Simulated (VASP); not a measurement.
# TiO2 (P4_2/mnm) in VASP: a series of runs

The runs below take TiO2 through single point, with r2SCAN, PBEsol.

All numbers are computed with VASP 6.6.1; they aren't measurements. Logs are shortened: lines on timing, memory, paths and dates and some standing lists are left out, and cuts for length are marked.

**1. The cell of the first run**

It takes space group P4_2/mnm (No. 136, tetragonal). The conventional cell has a = 4.591 Å, b = 4.591 Å, c = 2.939 Å, α = 90.00°, β = 90.00°, γ = 90.00°. Ti (site symmetry mmm) has 6 O at 1.94 to 1.98 Å within 2.6 Å. O (site symmetry m2m) has 3 Ti at 1.94 to 1.98 Å and 1 O at 2.54 Å within 2.6 Å.

**2. Single point, r2SCAN**

POSCAR reads:

```
TiO2
1.0
    9.1828280000      0.0000000000      0.0000000000
    0.0000000000      9.1828280000      0.0000000000
    0.0000000000      0.0000000000      8.8166120000
Ti O
24 48
Direct
    0.0000000000      0.0000000000      0.0000000000
    0.0000000000      0.0000000000      0.3333330000
    0.0000000000      0.0000000000      0.6666670000
    0.0000000000      0.5000000000      0.0000000000
    0.0000000000      0.5000000000      0.3333330000
    0.0000000000      0.5000000000      0.6666670000
    0.5000000000      0.0000000000      0.0000000000
    0.5000000000      0.0000000000      0.3333330000
    0.5000000000      0.0000000000      0.6666670000
    0.5000000000      0.5000000000      0.0000000000
    0.5000000000      0.5000000000      0.3333330000
    0.5000000000      0.5000000000      0.6666670000
    0.2500000000      0.2500000000      0.1666670000
    0.2500000000      0.2500000000      0.5000000000
    0.2500000000      0.2500000000      0.8333330000
    0.2500000000      0.7500000000      0.1666670000
    0.2500000000      0.7500000000      0.5000000000
    0.2500000000      0.7500000000      0.8333330000
    0.7500000000      0.2500000000      0.1666670000
    0.7500000000      0.2500000000      0.5000000000
    0.7500000000      0.2500000000      0.8333330000
    0.7500000000      0.7500000000      0.1666670000
    0.7500000000      0.7500000000      0.5000000000
    0.7500000000      0.7500000000      0.8333330000
    0.1522280000      0.1522280000      0.0000000000
    0.1522280000      0.1522280000      0.3333330000
    0.1522280000      0.1522280000      0.6666670000
    0.1522280000      0.6522280000      0.0000000000
    0.1522280000      0.6522280000      0.3333330000
    0.1522280000      0.6522280000      0.6666670000
    0.6522280000      0.1522280000      0.0000000000
    0.6522280000      0.1522280000      0.3333330000
    0.6522280000      0.1522280000      0.6666670000
    0.6522280000      0.6522280000      0.0000000000
    0.6522280000      0.6522280000      0.3333330000
    0.6522280000      0.6522280000      0.6666670000
    0.3477720000      0.3477720000      0.0000000000
    0.3477720000      0.3477720000      0.3333330000
    0.3477720000      0.3477720000      0.6666670000
    0.3477720000      0.8477720000      0.0000000000
    0.3477720000      0.8477720000      0.3333330000
    0.3477720000      0.8477720000      0.6666670000
    0.8477720000      0.3477720000      0.0000000000
    0.8477720000      0.3477720000      0.3333330000
    0.8477720000      0.3477720000      0.6666670000
    0.8477720000      0.8477720000      0.0000000000
    0.8477720000      0.8477720000      0.3333330000
    0.8477720000      0.8477720000      0.6666670000
    0.0977720000      0.4022280000      0.1666670000
    0.0977720000      0.4022280000      0.5000000000
    0.0977720000      0.4022280000      0.8333330000
    0.0977720000      0.9022280000      0.1666670000
    0.0977720000      0.9022280000      0.5000000000
    0.0977720000      0.9022280000      0.8333330000
    0.5977720000      0.4022280000      0.1666670000
    0.5977720000      0.4022280000      0.5000000000
    0.5977720000      0.4022280000      0.8333330000
    0.5977720000      0.9022280000      0.1666670000
    0.5977720000      0.9022280000      0.5000000000
    0.5977720000      0.9022280000      0.8333330000
    0.4022280000      0.0977720000      0.1666670000
    0.4022280000      0.0977720000      0.5000000000
    0.4022280000      0.0977720000      0.8333330000
    0.4022280000      0.5977720000      0.1666670000
    0.4022280000      0.5977720000      0.5000000000
    0.4022280000      0.5977720000      0.8333330000
    0.9022280000      0.0977720000      0.1666670000
    0.9022280000      0.0977720000      0.5000000000
    0.9022280000      0.0977720000      0.8333330000
    0.9022280000      0.5977720000      0.1666670000
    0.9022280000      0.5977720000      0.5000000000
    0.9022280000      0.5977720000      0.8333330000
```

INCAR.step1 reads:

```
ALGO     = Normal         # electronic algorithm
EDIFF    = 1E-5           # SCF threshold, eV
ENCUT    = 660            # plane-wave cutoff, eV
GGA      = PE             # functional
GGA_COMPAT= False        
ISMEAR   = -1             # smearing method
LASPH    = True           # aspherical terms in the spheres
LCHARG   = False          # write CHGCAR
LREAL    = Auto         
LWAVE    = True           # write WAVECAR
NBANDS   = 330            # bands
NELM     = 120            # most SCF steps
PREC     = Accurate       # precision mode
SIGMA    = 0.05           # smearing width, eV
```

INCAR.step2 reads:

```
ALGO     = Normal         # electronic algorithm
EDIFF    = 1E-6           # SCF threshold, eV
ENCUT    = 660            # plane-wave cutoff, eV
GGA_COMPAT= False        
ISIF     = 2              # what is computed and relaxed
ISMEAR   = -1             # smearing method
ISTART   = 1            
LASPH    = True           # aspherical terms in the spheres
LCHARG   = True           # write CHGCAR
LELF     = True           # ELF
LMIXTAU  = True         
LREAL    = Auto         
LVHAR    = True         
LWAVE    = False          # write WAVECAR
METAGGA  = R2SCAN         # meta-GGA
NBANDS   = 330            # bands
NELM     = 120            # most SCF steps
PREC     = Accurate       # precision mode
SIGMA    = 0.05           # smearing width, eV
```

KPOINTS reads:

```
k-points
0
Gamma
  1 1 1
```

Potentials or basis: VASP PAW PBE potentials, release 64 (Ti_sv, O).

Launch:

```
> cat potpaw_PBE.64/Ti_sv/POTCAR potpaw_PBE.64/O/POTCAR > POTCAR
> cp INCAR.step1 INCAR
> mpirun -np 1 vasp_gam > vasp.out
> cp INCAR.step2 INCAR
> mpirun -np 1 vasp_gam > vasp.out
```

OUTCAR:

```text
EDIFF = 1E-6
   ENCUT = 660
   ISIF = 2
   ISMEAR = -1
   ISTART = 1
   LASPH = True
   LREAL = Auto
   METAGGA = R2SCAN
   NELM = 120
   PREC = Accurate

 ion  position               nearest neighbor table
   1  0.000  0.000  0.000-  52 1.94  54 1.94  67 1.94  69 1.94  25 1.98  46 1.98
   2  0.000  0.000  0.333-  52 1.94  67 1.94  53 1.94  68 1.94  26 1.98  47 1.98
   3  0.000  0.000  0.667-  54 1.94  69 1.94  68 1.94  53 1.94  27 1.98  48 1.98
   4  0.000  0.500  0.000-  49 1.94  51 1.94  70 1.94  72 1.94  28 1.98  43 1.98
   5  0.000  0.500  0.333-  49 1.94  70 1.94  50 1.94  71 1.94  29 1.98  44 1.98
   6  0.000  0.500  0.667-  51 1.94  72 1.94  71 1.94  50 1.94  30 1.98  45 1.98
[... 73 lines left out ...]
 A1 = (   9.1828280000,   0.0000000000,   0.0000000000)
 A2 = (   0.0000000000,   9.1828280000,   0.0000000000)
 A3 = (   0.0000000000,   0.0000000000,   8.8166120000)

Analysis of symmetry for initial positions (statically):
=====================================================================
 Subroutine PRICEL returns following result:

  LATTYP: Found a simple tetragonal cell.
 ALAT       =     4.5914140000
 C/A-ratio  =     0.6400790100

  Lattice vectors:

 A1 = (   4.5914140000,   0.0000000000,   0.0000000000)
 A2 = (   0.0000000000,   4.5914140000,   0.0000000000)
 A3 = (   0.0000000000,   0.0000000000,   2.9388677278)

  12 primitive cells build up your supercell.

 Routine SETGRP: Setting up the symmetry group for a
 simple tetragonal supercell.

 Subroutine GETGRP returns: Found 16 space group operations
 (whereof  8 operations were pure point group operations)
 out of a pool of 16 trial point group operations.

The static configuration has the point symmetry D_2h.
 The point group associated with its full space group is D_4h.

Analysis of symmetry for dynamics (positions and initial velocities):
=====================================================================
 Subroutine PRICEL returns following result:

  LATTYP: Found a simple tetragonal cell.
 ALAT       =     4.5914140000
 C/A-ratio  =     0.6400790100

  Lattice vectors:

 A1 = (   4.5914140000,   0.0000000000,   0.0000000000)
 A2 = (   0.0000000000,   4.5914140000,   0.0000000000)
 A3 = (   0.0000000000,   0.0000000000,   2.9388677278)

  12 primitive cells build up your supercell.

 Routine SETGRP: Setting up the symmetry group for a
 simple tetragonal supercell.

[... 91 lines left out ...]
   EDIFFG = 0.1E-04   stopping-criterion for IOM
   NSW    =      0    number of steps for IOM
   IBRION =     -1    ionic relax: 0-MD 1-quasi-New 2-CG
   NFREE  =      0    steps in history (QN), initial steepest desc. (CG)
   ISIF   =      2    stress and relaxation
   ISYM   =      2    0-nonsym 1-usesym 2-fastsym
   POTIM  = 0.5000    time-step for ionic-motion
   TEBEG  =    0.0;   TEEND  =   0.0 temperature during run
   PSTRESS=    0.0 pullay stress
   NELECT =     576.0000    total number of electrons
   NUPDOWN=      -1.0000    fix difference up-down
   EMIN   =  10.00;   EMAX   =-10.00  energy-range for DOS
   EFERMI =   0.00;   METHOD = LEGACY
   ISMEAR =    -1;   SIGMA  =   0.05  broadening in eV -4-tet -1-fermi 0-gaus
   EFERMI_NEDOS =   21; number of points for ismear=-14 and -15
   IALGO  =     38    algorithm
   IMIX   =      4    mixing-type and parameters
     AMIX     =   0.40;   BMIX     =  1.00
     AMIX_MAG =   1.60;   BMIX_MAG =  1.00
  volume/ion in A,a.u.               =      10.33        69.68
  Fermi-wavevector in a.u.,A,eV,Ry     =   1.503595  2.841382 30.760010  2.260797
  Thomas-Fermi vector in A             =   2.614684
   LORBIT       =      0    0 simple, 1 ext, 2 COOP (PROOUT), +10 PAW based schemes
   METAGGA = R2SCAN    functional components
   LHFCALC =     F    Hartree Fock is set to
   AEXX    =    0.0000 exact exchange contribution
   IVDW    =     0    specifies the selected vdW correction
   LEPSILON=     F    determine dielectric tensor
   LRPA    =     F    only Hartree local field effects (RPA)
 non-spin polarized calculation
  energy-cutoff  :      660.00
  volume of cell :      743.45
 maximum number of plane-waves:     14343
 NGX is ok and might be reduce to    80
   NGX = 39   NGY = 39   NGZ = 37

 number of electron     576.0000072 magnetization

 Free energy of the ion-electron system (eV)
  ---------------------------------------------------
  ext. energy  EPLUGINS =         0.00000000
  ---------------------------------------------------
  free energy    TOTEN  =      -836.73616966 eV

  energy without entropy =     -836.73616966  energy(sigma->0) =     -836.73616966

 E-fermi :   5.7143     XC(G=0): -12.1955

 val. band max:        4.6230431136   @ k =   0.0000   0.0000   0.0000
 cond. band min:       6.8391597561   @ k =   0.0000   0.0000   0.0000
 fundamental gap:      2.2161166424
 Fermi energy:         5.7142800061

 k-point     1 :       0.0000    0.0000    0.0000
  band No.  band energies     occupation
      1     -54.5263      2.00000
      2     -54.5170      2.00000
      3     -54.5170      2.00000
      4     -54.5170      2.00000
      5     -54.5170      2.00000
      6     -54.5170      2.00000
[... 292 lines left out ...]
    299       7.2725      0.00000
    300       7.2725      0.00000
 [bands above 300 left out]

------------------------ aborting loop because EDIFF is reached ----------------------------------------

  FORCE on cell =-STRESS in cart. coord.  units (eV):
  Direction    XX          YY          ZZ          XY          YZ          ZX
  --------------------------------------------------------------------------------------
  -------------------------------------------------------------------------------------
  Total       10.1791485     10.1791485     24.2340530      0.0000000      0.0000000      0.0000000
  in kB       21.9365034     21.9365034     52.2254279      0.0000000      0.0000000      0.0000000
  external PRESSURE =      32.0328115 kB  Pullay stress =       0.0000000 kB

 VOLUME and BASIS-vectors are now :
 -----------------------------------------------------------------------------
  energy-cutoff  :      660.00
  volume of cell :      743.45
      direct lattice vectors                 reciprocal lattice vectors
     9.182828000  0.000000000  0.000000000     0.108898914  0.000000000  0.000000000
     0.000000000  9.182828000  0.000000000     0.000000000  0.108898914  0.000000000
     0.000000000  0.000000000  8.816612000     0.000000000  0.000000000  0.113422253

 POSITION                                       TOTAL-FORCE (eV/Angst)
 -----------------------------------------------------------------------------------
      0.00000      0.00000      0.00000         0.000000      0.000000     -0.000000
      0.00000      0.00000      2.93887         0.000000      0.000000      0.000000
      0.00000      0.00000      5.87774         0.000000      0.000000     -0.000000
      0.00000      4.59141      0.00000         0.000000      0.000000      0.000000
      0.00000      4.59141      2.93887         0.000000      0.000000     -0.000000
      0.00000      4.59141      5.87774         0.000000      0.000000      0.000000
[... 64 lines left out ...]
      8.28500      5.48924      4.40831        -0.026286      0.026286     -0.000000
      8.28500      5.48924      7.34717        -0.026286      0.026286     -0.000000
 -----------------------------------------------------------------------------------
    total drift:                               -0.000000      0.000000      0.000000

  FREE ENERGIE OF THE ION-ELECTRON SYSTEM (eV)
  ---------------------------------------------------
  free  energy   TOTEN  =      -836.7361696631 eV

  energy  without entropy=     -836.7361696616  energy(sigma->0) =     -836.73616966
```

It took 38 min on 1 thread of Intel Xeon Platinum 8488C (Sapphire Rapids), shared host; peak memory 1.2 GiB.

Results:

| Quantity | Value |
| --- | --- |
| Free energy | -836.7362 eV |
| Pressure | 3.2 GPa |
| Largest force | 0.037 eV/Å |
| Band gap on the k mesh | 2.22 eV |

Forces in eV/Å, atoms in the order of the input:
```
Ti   0.000  0.000  0.000
Ti   0.000  0.000  0.000
Ti   0.000  0.000  0.000
Ti   0.000  0.000  0.000
Ti   0.000  0.000  0.000
Ti   0.000  0.000  0.000
Ti   0.000  0.000  0.000
Ti   0.000  0.000  0.000
Ti   0.000  0.000  0.000
Ti   0.000  0.000  0.000
Ti   0.000  0.000  0.000
Ti   0.000  0.000  0.000
Ti   0.000  0.000  0.000
Ti   0.000  0.000  0.000
Ti   0.000  0.000  0.000
Ti   0.000  0.000  0.000
Ti   0.000  0.000  0.000
Ti   0.000  0.000  0.000
Ti   0.000  0.000  0.000
Ti   0.000  0.000  0.000
Ti   0.000  0.000  0.000
Ti   0.000  0.000  0.000
Ti   0.000  0.000  0.000
Ti   0.000  0.000  0.000
O   -0.026 -0.026  0.000
O   -0.026 -0.026  0.000
O   -0.026 -0.026  0.000
O   -0.026 -0.026  0.000
O   -0.026 -0.026  0.000
O   -0.026 -0.026  0.000
O   -0.026 -0.026  0.000
O   -0.026 -0.026  0.000
O   -0.026 -0.026  0.000
O   -0.026 -0.026  0.000
O   -0.026 -0.026  0.000
O   -0.026 -0.026  0.000
O    0.026  0.026  0.000
O    0.026  0.026  0.000
O    0.026  0.026  0.000
O    0.026  0.026  0.000
O    0.026  0.026  0.000
O    0.026  0.026  0.000
O    0.026  0.026  0.000
O    0.026  0.026  0.000
O    0.026  0.026  0.000
O    0.026  0.026  0.000
O    0.026  0.026  0.000
O    0.026  0.026  0.000
O    0.026 -0.026  0.000
O    0.026 -0.026  0.000
O    0.026 -0.026  0.000
O    0.026 -0.026  0.000
O    0.026 -0.026  0.000
O    0.026 -0.026  0.000
O    0.026 -0.026  0.000
O    0.026 -0.026  0.000
O    0.026 -0.026  0.000
O    0.026 -0.026  0.000
O    0.026 -0.026  0.000
O    0.026 -0.026  0.000
O   -0.026  0.026  0.000
O   -0.026  0.026  0.000
O   -0.026  0.026  0.000
O   -0.026  0.026  0.000
O   -0.026  0.026  0.000
O   -0.026  0.026  0.000
O   -0.026  0.026  0.000
O   -0.026  0.026  0.000
O   -0.026  0.026  0.000
O   -0.026  0.026  0.000
O   -0.026  0.026  0.000
O   -0.026  0.026  0.000
```

Stress tensor (GPa, compression positive):
```
2.19 0.00 0.00
0.00 2.19 0.00
0.00 0.00 5.22
```

Caveat: the k points lie up to 0.71 Å⁻¹ apart; the PAW data sets were made with another functional, which shifts forces and pressure a little. A k mesh can miss the band edges.

**3. Single point, PBEsol**

INCAR reads:

```
SYSTEM = TiO2
PREC = Accurate
ENCUT = 520
EDIFF = 1E-7
ISMEAR = -1
SIGMA = 0.05
LREAL = Auto
LASPH = .True.
NELM = 60
ALGO = Normal
ISIF = 2
LWAVE = .False.
LCHARG = .True.
GGA = PS
LELF = .True.
LVHAR = .True.
NBANDS = 330
```

KPOINTS reads:

```
Automatic mesh
0
Gamma
  1 1 1
  0 0 0
```

POSCAR is that of step 2.

Potentials or basis: VASP PAW PBE potentials, release 64 (Ti_sv, O).

Launch:

```
> cat potpaw_PBE.64/Ti_sv/POTCAR potpaw_PBE.64/O/POTCAR > POTCAR
> mpirun -np 1 vasp_gam > vasp.out
```

Wall time 14 min (1 thread of Oxide Virtual Turin-like, shared host); peak memory 0.66 GiB.

The run converged. Its results:

| Quantity | Value |
| --- | --- |
| Free energy | -672.0928 eV |
| Pressure | 0.9 GPa |
| Band gap on the k mesh | 1.80 eV |

Stress tensor (GPa, compression positive):
```
0.52 0.00 0.00
0.00 0.52 0.00
0.00 0.00 1.73
```

Levels at points of the mesh, in eV from the valence-band top:
| k point | band 285 | band 286 | band 287 | band 288 | band 289 | band 290 | band 291 | band 292 |
| --- | --- | --- | --- | --- | --- | --- | --- | --- |
| (0.00, 0.00, 0.00) | -0.68 | -0.45 | -0.45 | 0.00 | 1.80 | 1.84 | 1.84 | 2.09 |

Caveat: the k points lie up to 0.71 Å⁻¹ apart; the PAW data sets were made with another functional, which shifts forces and pressure a little. A k mesh can miss the band edges.
